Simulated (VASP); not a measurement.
Runs of VASP 6.6.1 on Zr. The structure is that of space group P6_3/mmc (No. 194), or close to it. The cells are those of the table. 

```tsv
task	cell	k mesh	cutoff (eV)	gap on the mesh (eV)	pressure (GPa)
relaxation of cell and atoms	relaxed from a = 3.233, b = 3.233, c = 5.171 Å, angles 90.0, 90.0, 120.0°, 2 atoms	18 × 18 × 8	600	none	0.0
single point	a = 3.153, b = 3.153, c = 5.008 Å, angles 90.0, 90.0, 120.0°, 2 atoms	6 × 6 × 4	500	none	8.5
single point	a = 3.233, b = 3.233, c = 5.171 Å, angles 90.0, 90.0, 120.0°, 2 atoms	6 × 6 × 4	520	none	-0.2
single point	a = 3.233, b = 3.233, c = 5.171 Å, angles 90.0, 90.0, 120.0°, 2 atoms	18 × 18 × 8	520	none	0.0
relaxation of cell and atoms	relaxed from a = 3.128, b = 3.128, c = 4.950 Å, angles 90.0, 90.0, 120.0°, 2 atoms	6 × 6 × 4	600	none	0.1
single point	a = 3.153, b = 3.153, c = 5.008 Å, angles 90.0, 90.0, 120.0°, 2 atoms	15 × 15 × 8	520	none	(a)
```

Alike in all rows: level PBE; potentials or basis VASP PAW PBE potentials, release 64 (Zr_sv); no spin polarisation; smearing gaussian 0.1 eV.

Task: Estimate the missing entries.

Result: (a) 8.8.

Caveats: some runs use coarse meshes; the relaxation stopped at its first step, so nothing moved (some runs).

A k mesh can miss the band edges, and the runs leave out spin-orbit coupling on Zr.

A gap of «none» marks levels without a gap at the run's occupations.
